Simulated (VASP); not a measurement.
# GaAs (I-4m2) in VASP: further runs

Runs on GaAs. Level: PBE. Tasks: electric field gradients.

Everything below comes from runs of VASP 6.6.1. Logs are shortened: lines on timing, memory, paths and dates and some standing lists are left out, and cuts for length are marked.

## Step 1: The cell of the first run

Symmetry: I-4m2, No. 119, tetragonal system. Conventional cell: a = 3.998 Å, b = 3.998 Å, c = 5.597 Å, α = 90.00°, β = 90.00°, γ = 90.00°. Ga (site symmetry -4m2) has 4 As at 2.44 Å within 3.2 Å. Within 3.2 Å of As (site symmetry -4m2) lie 4 Ga at 2.44 Å.

## Step 2: Electric field gradients, PBE (zz strain of -1 %)

Input file INCAR:

```
SYSTEM = GaAs
PREC = Accurate ; ENCUT = 520
EDIFF = 1E-8 ; ISMEAR = -1
SIGMA = 0.05 ; LREAL = .FALSE.
LASPH = .TRUE. ; NELM = 100
ALGO = Normal ; ISIF = 2
LWAVE = .FALSE. ; LCHARG = .FALSE.
GGA = PE ; LEFG = .TRUE.
NBANDS = 16
```

Input file KPOINTS:

```
Automatic mesh
0
G
  11 11 11
  0 0 0
```

Input file POSCAR:

```
GaAs
1.0
    0.0000000000      2.8268500000      2.7985815000
    2.8268500000      0.0000000000      2.7985815000
    2.8268500000      2.8268500000      0.0000000000
Ga As
1 1
Direct
    0.0000000000      0.0000000000      0.0000000000
    0.7500000000      0.7500000000      0.7500000000
```

Potentials or basis: VASP PAW PBE potentials, release 64 (Ga_d, As).

Launch:

```bash
> cat potpaw_PBE.64/Ga_d/POTCAR potpaw_PBE.64/As/POTCAR > POTCAR
> mpirun -np 1 vasp_std > vasp.out
```

OUTCAR:

```text
SYSTEM = GaAs
   PREC = Accurate
   ENCUT = 520
   EDIFF = 1E-8
   ISMEAR = -1
   LREAL = .FALSE.
   LASPH = .TRUE.
   NELM = 100
   ISIF = 2
   GGA = PE

 ion  position               nearest neighbor table
   1  0.000  0.000  0.000-   2 2.44   2 2.44   2 2.44   2 2.44
   2  0.750  0.750  0.750-   1 2.44   1 2.44   1 2.44   1 2.44

  LATTYP: Found a body centered tetragonal cell.
 ALAT       =     3.9977696088
 C/A-ratio  =     1.4000714267

  Lattice vectors:

 A1 = (   0.0000000000,  -2.8268500000,  -2.7985815000)
 A2 = (   0.0000000000,   2.8268500000,  -2.7985815000)
 A3 = (   2.8268500000,   0.0000000000,   2.7985815000)

Analysis of symmetry for initial positions (statically):
=====================================================================
 Subroutine PRICEL returns:
 Original cell was already a primitive cell.

 Routine SETGRP: Setting up the symmetry group for a
 body centered tetragonal supercell.

 Subroutine GETGRP returns: Found  8 space group operations
 (whereof  8 operations were pure point group operations)
 out of a pool of 16 trial point group operations.

The static configuration has the point symmetry D_2d.

Analysis of symmetry for dynamics (positions and initial velocities):
=====================================================================
 Subroutine PRICEL returns:
 Original cell was already a primitive cell.

 Routine SETGRP: Setting up the symmetry group for a
 body centered tetragonal supercell.

 Subroutine GETGRP returns: Found  8 space group operations
 (whereof  8 operations were pure point group operations)
 out of a pool of 16 trial point group operations.

The dynamic configuration has the point symmetry D_2d.

 Subroutine INISYM returns: Found  8 space group operations
 (whereof  8 operations are pure point group operations),
 and found     1 'primitive' translations

----------------------------------------------------------------------------------------

                                     Primitive cell

  volume of cell :      44.7274

  direct lattice vectors                    reciprocal lattice vectors
     0.000000000  2.826850000  2.798581500    -0.176875321  0.176875321  0.178661940
     2.826850000  0.000000000  2.798581500     0.176875321 -0.176875321  0.178661940
     2.826850000  2.826850000  0.000000000     0.176875321  0.176875321 -0.178661940

  length of vectors
     3.977830984  3.977830984  3.997769609     0.307392008  0.307392008  0.307392008

  position of ions in fractional coordinates (direct lattice)
     0.000000000  0.000000000  0.000000000
     0.750000000  0.750000000  0.750000000

  ion indices of the primitive-cell ions
   primitive index   ion index
                 1           1
                 2           2

----------------------------------------------------------------------------------------

 KPOINTS: Automatic mesh

Automatic generation of k-mesh.
 Grid dimensions read from file:
 generate k-points for:   11   11   11

 Generating k-lattice:

  Cartesian coordinates                     Fractional coordinates (reciprocal lattice)
    -0.016079575  0.016079575  0.016241995     0.090909091  0.000000000  0.000000000
     0.016079575 -0.016079575  0.016241995     0.000000000  0.090909091  0.000000000
     0.016079575  0.016079575 -0.016241995    -0.000000000 -0.000000000  0.090909091

  Length of vectors
     0.027944728  0.027944728  0.027944728

  Shift w.r.t. Gamma in fractional coordinates (k-lattice)
     0.000000000  0.000000000  0.000000000

 Subroutine IBZKPT returns following result:
 ===========================================

 Found    126 irreducible k-points:

 Following reciprocal coordinates:
            Coordinates               Weight
  0.000000  0.000000  0.000000      1.000000
  0.090909 -0.000000  0.000000      8.000000
  0.181818  0.000000  0.000000      8.000000
  0.272727  0.000000  0.000000      8.000000
  0.363636  0.000000  0.000000      8.000000
  0.454545  0.000000  0.000000      8.000000
[... 16 lines left out ...]
 -0.272727  0.181818  0.000000      8.000000
 -0.181818  0.181818  0.000000      4.000000
 [... further k-points ...]
   k-points           NKPTS =    126   k-points in BZ     NKDIM =    126   number of bands    NBANDS=     16
   number of dos      NEDOS =    301   number of ions     NIONS =      2
   total plane-waves  NPLWV =  27000
   dimension x,y,z NGX =    30 NGY =   30 NGZ =   30
   dimension x,y,z NGXF=    60 NGYF=   60 NGZF=   60
   ions per type =               1   1
   NGX,Y,Z   is equivalent  to a cutoff of  12.54, 12.54, 12.48 a.u.
   NGXF,Y,Z  is equivalent  to a cutoff of  25.08, 25.08, 24.95 a.u.
 SYSTEM =  GaAs
   PREC   = accura    normal or accurate (medium, high low for compatibility)
   ISTART =      0    job   : 0-new  1-cont  2-samecut
   ICHARG =      2    charge: 1-file 2-atom 10-const
   ISPIN  =      1    spin polarized calculation?
   LNONCOLLINEAR =      F non collinear calculations
   LSORBIT =      F    spin-orbit coupling
   LASPH  =      T    aspherical Exc in radial PAW
   ENCUT  =  520.0 eV  38.22 Ry    6.18 a.u.   7.40  7.40  7.43*2*pi/ulx,y,z
   NELM   =    100;   NELMIN=  2; NELMDL= -5     # of ELM steps
   EDIFF  = 0.1E-07   stopping-criterion for ELM
   LREAL  =      F    real-space projection
   EDIFFG = 0.1E-06   stopping-criterion for IOM
   NSW    =      0    number of steps for IOM
   IBRION =     -1    ionic relax: 0-MD 1-quasi-New 2-CG
   NFREE  =      0    steps in history (QN), initial steepest desc. (CG)
   ISIF   =      2    stress and relaxation
   ISYM   =      2    0-nonsym 1-usesym 2-fastsym
   POTIM  = 0.5000    time-step for ionic-motion
   TEBEG  =    0.0;   TEEND  =   0.0 temperature during run
   PSTRESS=    0.0 pullay stress
   NELECT =      18.0000    total number of electrons
   NUPDOWN=      -1.0000    fix difference up-down
   EMIN   =  10.00;   EMAX   =-10.00  energy-range for DOS
   EFERMI =   0.00;   METHOD = LEGACY
   ISMEAR =    -1;   SIGMA  =   0.05  broadening in eV -4-tet -1-fermi 0-gaus
   EFERMI_NEDOS =   21; number of points for ismear=-14 and -15
   IALGO  =     38    algorithm
   IMIX   =      4    mixing-type and parameters
     AMIX     =   0.40;   BMIX     =  1.00
     AMIX_MAG =   1.60;   BMIX_MAG =  1.00
  volume/ion in A,a.u.               =      22.36       150.92
  Fermi-wavevector in a.u.,A,eV,Ry     =   1.208670  2.284056 19.876531  1.460884
  Thomas-Fermi vector in A             =   2.344271
   LORBIT       =      0    0 simple, 1 ext, 2 COOP (PROOUT), +10 PAW based schemes
   GGA     = PE    functional components
   LHFCALC =     F    Hartree Fock is set to
   AEXX    =    0.0000 exact exchange contribution
   IVDW    =     0    specifies the selected vdW correction
   LEPSILON=     F    determine dielectric tensor
   LRPA    =     F    only Hartree local field effects (RPA)
 non-spin polarized calculation
  energy-cutoff  :      520.00
  volume of cell :       44.73
 maximum number of plane-waves:      1243
 NGX is ok and might be reduce to    30
   NGX = 15   NGY = 15   NGZ = 15

 number of electron      18.0000003 magnetization

 Free energy of the ion-electron system (eV)
  ---------------------------------------------------
  ext. energy  EPLUGINS =         0.00000000
  ---------------------------------------------------
  free energy    TOTEN  =        -8.23999431 eV

  energy without entropy =       -8.23998770  energy(sigma->0) =       -8.23999101

 E-fermi :   4.3664     XC(G=0):  -9.6337

 val. band max:        4.0639601176   @ k =   0.0000   0.0000   0.0000
 cond. band min:       4.6220242760   @ k =   0.0000   0.0000   0.0000
 fundamental gap:      0.5580641584
 Fermi energy:         4.3664163477

 k-point     1 :       0.0000    0.0000    0.0000
  band No.  band energies     occupation
      1     -10.7993      2.00000
      2     -10.7993      2.00000
      3     -10.7968      2.00000
      4     -10.7176      2.00000
      5     -10.7160      2.00000
      6      -8.7722      2.00000
[... 8 lines left out ...]
     15      14.0765      0.00000
     16      14.2684      0.00000
[... 419 lines left out ...]
 k-point    24 :      -0.1818    0.1818    0.0000
  band No.  band energies     occupation
      1     -10.8561      2.00000
      2     -10.7838      2.00000
      3     -10.7792      2.00000
      4     -10.7188      2.00000
      5     -10.7157      2.00000
      6      -7.8039      2.00000
[... 8 lines left out ...]
     15      14.2759      0.00000
     16      15.0352      0.00000

 [... further k-points ...]

------------------------ aborting loop because EDIFF is reached ----------------------------------------

  FORCE on cell =-STRESS in cart. coord.  units (eV):
  Direction    XX          YY          ZZ          XY          YZ          ZX
  --------------------------------------------------------------------------------------
  -------------------------------------------------------------------------------------
  Total        1.1379279      1.1379279      1.2993816      0.0000000      0.0000000     -0.0000000
  in kB       40.7616596     40.7616596     46.5450850      0.0000000      0.0000000     -0.0000000
  external PRESSURE =      42.6894681 kB  Pullay stress =       0.0000000 kB

 VOLUME and BASIS-vectors are now :
 -----------------------------------------------------------------------------
  energy-cutoff  :      520.00
  volume of cell :       44.73
      direct lattice vectors                 reciprocal lattice vectors
     0.000000000  2.826850000  2.798581500    -0.176875321  0.176875321  0.178661940
     2.826850000  0.000000000  2.798581500     0.176875321 -0.176875321  0.178661940
     2.826850000  2.826850000  0.000000000     0.176875321  0.176875321 -0.178661940

 POSITION                                       TOTAL-FORCE (eV/Angst)
 -----------------------------------------------------------------------------------
      0.00000      0.00000      0.00000         0.000000      0.000000      0.000000
      4.24027      4.24027      4.19787        -0.000000     -0.000000     -0.000000
 -----------------------------------------------------------------------------------
    total drift:                               -0.000002     -0.000002     -0.000001

  FREE ENERGIE OF THE ION-ELECTRON SYSTEM (eV)
  ---------------------------------------------------
  free  energy   TOTEN  =        -8.2399943118 eV

  energy  without entropy=       -8.2399877020  energy(sigma->0) =       -8.23999101

 Electric field gradients (V/A^2)
---------------------------------------------------------------------
 ion       V_xx      V_yy      V_zz      V_xy      V_xz      V_yz
---------------------------------------------------------------------
   1      -0.813    -0.813     1.627    -0.003    -0.004    -0.004
   2       1.207     1.207    -2.415     0.000     0.000     0.000
---------------------------------------------------------------------

 Electric field gradients after diagonalization (V/A^2)
 (convention: |V_zz| > |V_xx| > |V_yy|)
----------------------------------------------------------------------
 ion       V_xx      V_yy      V_zz     asymmetry (V_yy - V_xx)/ V_zz
----------------------------------------------------------------------
   1      -0.816    -0.811     1.627       0.003
   2       1.208     1.207    -2.415       0.000
----------------------------------------------------------------------

           NMR quadrupolar parameters

 Cq : quadrupolar parameter    Cq=e*Q*V_zz/h
 eta: asymmetry parameters     (V_yy - V_xx)/ V_zz
 Q  : nuclear electric quadrupole moment in mb (millibarn)
----------------------------------------------------------------------
 ion       Cq(MHz)       eta       Q (mb)
----------------------------------------------------------------------
   1       0.004       0.003       1.000
   2      -0.006       0.000       1.000
----------------------------------------------------------------------
```

It took 1.9 min on 1 thread of Intel Xeon 8259CL, shared host; peak memory 0.24 GiB.

Results:

| Quantity | Value |
| --- | --- |
| Free energy | -8.2400 eV |
| Pressure | 4.3 GPa |
| Band gap on the k mesh | 0.56 eV |
| Largest electric field gradient by atom | Ga +1.6; As -2.4 V/Å² |

Stress tensor (GPa, compression positive):
```
4.08 0.00 0.00
0.00 4.08 0.00
0.00 0.00 4.65
```

Levels at points of the mesh, in eV from the valence-band top:
| k point | band 6 | band 7 | band 8 | band 9 | band 10 | band 11 | band 12 | band 13 |
| --- | --- | --- | --- | --- | --- | --- | --- | --- |
| (0.00, 0.00, 0.00) | -12.84 | -0.06 | -0.06 | 0.00 | 0.56 | 3.68 | 3.70 | 3.70 |

Electric field gradients, principal values (V/Å²):
| atom | least | middle | greatest (by size) |
| --- | --- | --- | --- |
| 1 Ga | -0.811 | -0.816 | 1.627 |
| 2 As | 1.207 | 1.208 | -2.415 |

Caveat: the cell differs from its parent crystal (zz strain of -1 %); the cell stands under pressure; without QUAD_EFG the Cq values of the log hold for a quadrupole moment of 1 mb, not for the nuclei; an odd mesh through Γ misses points on the zone boundary, where band edges can lie.

## Step 3: Electric field gradients, PBE (zz strain of +1 %)

Input file INCAR:

```
SYSTEM = GaAs
PREC = Accurate
ENCUT = 520
EDIFF = 1E-8
ISMEAR = -1
SIGMA = 0.05
LREAL = .False.
LASPH = .True.
NELM = 60
ALGO = Normal
ISIF = 2
LWAVE = .False.
LCHARG = .False.
GGA = PE
LEFG = .True.
NBANDS = 16
```

Input file KPOINTS:

```
regular mesh
0
Gamma
  11 11 11
  0 0 0
```

Input file POSCAR:

```
GaAs
1.0
    0.0000000000      2.8268500000      2.8551185000
    2.8268500000      0.0000000000      2.8551185000
    2.8268500000      2.8268500000      0.0000000000
Ga As
1 1
Direct
    0.0000000000      0.0000000000      0.0000000000
    0.7500000000      0.7500000000      0.7500000000
```

Potentials or basis: VASP PAW PBE potentials, release 64 (Ga_d, As).

Launch:

```bash
> cat potpaw_PBE.64/Ga_d/POTCAR potpaw_PBE.64/As/POTCAR > POTCAR
> mpirun -np 1 vasp_std > vasp.out
```

OUTCAR:

```text
SYSTEM = GaAs
   PREC = Accurate
   ENCUT = 520
   EDIFF = 1E-8
   ISMEAR = -1
   LREAL = .False.
   LASPH = .True.
   NELM = 60
   ISIF = 2
   GGA = PE

 ion  position               nearest neighbor table
   1  0.000  0.000  0.000-   2 2.46   2 2.46   2 2.46   2 2.46
   2  0.750  0.750  0.750-   1 2.46   1 2.46   1 2.46   1 2.46

  LATTYP: Found a body centered tetragonal cell.
 ALAT       =     3.9977696088
 C/A-ratio  =     1.4283556980

  Lattice vectors:

 A1 = (  -2.8268500000,   0.0000000000,   2.8551185000)
 A2 = (   2.8268500000,   0.0000000000,   2.8551185000)
 A3 = (   0.0000000000,   2.8268500000,  -2.8551185000)

Analysis of symmetry for initial positions (statically):
=====================================================================
 Subroutine PRICEL returns:
 Original cell was already a primitive cell.

 Routine SETGRP: Setting up the symmetry group for a
 body centered tetragonal supercell.

[... 646 lines left out ...]
     0.000000000  2.826850000  2.855118500    -0.176875321  0.176875321  0.175124080
     2.826850000  0.000000000  2.855118500     0.176875321 -0.176875321  0.175124080
     2.826850000  2.826850000  0.000000000     0.176875321  0.176875321 -0.175124080

 POSITION                                       TOTAL-FORCE (eV/Angst)
 -----------------------------------------------------------------------------------
      0.00000      0.00000      0.00000        -0.000000     -0.000000     -0.000000
      4.24027      4.24027      4.28268         0.000000      0.000000      0.000000
 -----------------------------------------------------------------------------------
    total drift:                               -0.000002     -0.000002     -0.000002

  FREE ENERGIE OF THE ION-ELECTRON SYSTEM (eV)
  ---------------------------------------------------
  free  energy   TOTEN  =        -8.2596806171 eV

  energy  without entropy=       -8.2596568134  energy(sigma->0) =       -8.25966872

 Electric field gradients (V/A^2)
---------------------------------------------------------------------
 ion       V_xx      V_yy      V_zz      V_xy      V_xz      V_yz
---------------------------------------------------------------------
   1       0.789     0.789    -1.577    -0.003    -0.002    -0.002
   2      -1.213    -1.213     2.427     0.000     0.000     0.000
---------------------------------------------------------------------

 Electric field gradients after diagonalization (V/A^2)
 (convention: |V_zz| > |V_xx| > |V_yy|)
----------------------------------------------------------------------
 ion       V_xx      V_yy      V_zz     asymmetry (V_yy - V_xx)/ V_zz
----------------------------------------------------------------------
   1       0.792     0.785    -1.577       0.004
   2      -1.214    -1.213     2.427       0.000
----------------------------------------------------------------------

           NMR quadrupolar parameters

 Cq : quadrupolar parameter    Cq=e*Q*V_zz/h
 eta: asymmetry parameters     (V_yy - V_xx)/ V_zz
 Q  : nuclear electric quadrupole moment in mb (millibarn)
----------------------------------------------------------------------
 ion       Cq(MHz)       eta       Q (mb)
----------------------------------------------------------------------
   1      -0.004       0.004       1.000
   2       0.006       0.000       1.000
----------------------------------------------------------------------
```

OSZICAR:

```text
N       E                     dE             d eps       ncg     rms          rms(c)
DAV:   1     0.827102566783E+02    0.82710E+02   -0.89361E+03  4168   0.154E+03
DAV:   2    -0.187680100725E+01   -0.84587E+02   -0.80603E+02  4624   0.311E+02
DAV:   3    -0.831880120669E+01   -0.64420E+01   -0.64221E+01  4960   0.659E+01
DAV:   4    -0.841570075840E+01   -0.96900E-01   -0.96888E-01  4992   0.893E+00
DAV:   5    -0.841699581500E+01   -0.12951E-02   -0.12950E-02  5152   0.931E-01    0.287E+00
DAV:   6    -0.827743184149E+01    0.13956E+00   -0.21044E-01  6232   0.783E+00    0.173E+00
DAV:   7    -0.825833688942E+01    0.19095E-01   -0.61957E-02  4920   0.178E+00    0.560E-01
DAV:   8    -0.825916823777E+01   -0.83135E-03   -0.10114E-02  4936   0.113E+00    0.106E-01
DAV:   9    -0.825956467855E+01   -0.39644E-03   -0.92977E-04  5072   0.357E-01    0.509E-02
DAV:  10    -0.825962964585E+01   -0.64967E-04   -0.70197E-05  5536   0.856E-02    0.276E-02
DAV:  11    -0.825967997766E+01   -0.50332E-04   -0.70852E-05  4664   0.625E-02    0.314E-03
DAV:  12    -0.825968030033E+01   -0.32268E-06   -0.11498E-06  5048   0.149E-02    0.140E-03
DAV:  13    -0.825968062695E+01   -0.32661E-06   -0.51457E-07  5072   0.492E-03    0.645E-04
DAV:  14    -0.825968061706E+01    0.98871E-08   -0.74977E-09  4000   0.858E-04
   1 F= -.82596806E+01 E0= -.82596687E+01  d E =-.238037E-04
```

It took 1.7 min on 1 thread of Intel Xeon 8259CL, shared host; peak memory 0.24 GiB.

What came out:

```yaml
Free_energy: -8.2597 eV
Pressure: 2.7 GPa
Band_gap_on_the_k_mesh: 0.43 eV
Largest_electric_field_gradient_by_atom: Ga -1.6; As +2.4 V/Å²
```

Levels at points of the mesh, in eV from the valence-band top:
| k point | band 7 | band 8 | band 9 | band 10 | band 11 | band 12 |
| --- | --- | --- | --- | --- | --- | --- |
| (0.00, 0.00, 0.00) | -0.06 | 0.00 | 0.00 | 0.43 | 3.70 | 3.70 |

Electric field gradients, principal values (V/Å²):
```csv
atom,least,middle,greatest (by size)
1 Ga,0.785,0.792,-1.577
2 As,-1.213,-1.214,2.427
```

Caveat: the cell differs from its parent crystal (zz strain of +1 %); without QUAD_EFG the Cq values of the log hold for a quadrupole moment of 1 mb, not for the nuclei.

(Continued in part 2 of 2.)
